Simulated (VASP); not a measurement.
Runs of VASP 6.6.1 on Sc. The structure is that of space group Fm-3m (No. 225), or close to it. The cells are those of the table. This isn't the form of Sc at room conditions, which is hcp.

```tsv
task	cell	k mesh	cutoff (eV)	gap on the mesh (eV)	pressure (GPa)	relaxed volume (Å³/atom)
relaxation of cell and atoms	relaxed from a = 3.281 Å, angles 60.0°, 1 atom	8 × 8 × 8	500	none	0.0	22.30
single point	a = 3.158 Å, angles 60.0°, 1 atom	8 × 8 × 8	500	none	0.1	-
relaxation of cell and atoms	relaxed from a = 3.158 Å, angles 60.0°, 1 atom	9 × 9 × 9	600	none	-0.1	(a)
single point	a = 3.164 Å, angles 60.0°, 1 atom	9 × 9 × 9	520	none	0.1	-
```

Alike in all rows: level LDA; potentials or basis VASP PAW LDA potentials, release 64 (Sc_sv); no spin polarisation; smearing gaussian 0.1 eV.

Estimate the missing entries.

(a) 22.47.

A gap of «none» marks levels without a gap at the run's occupations.
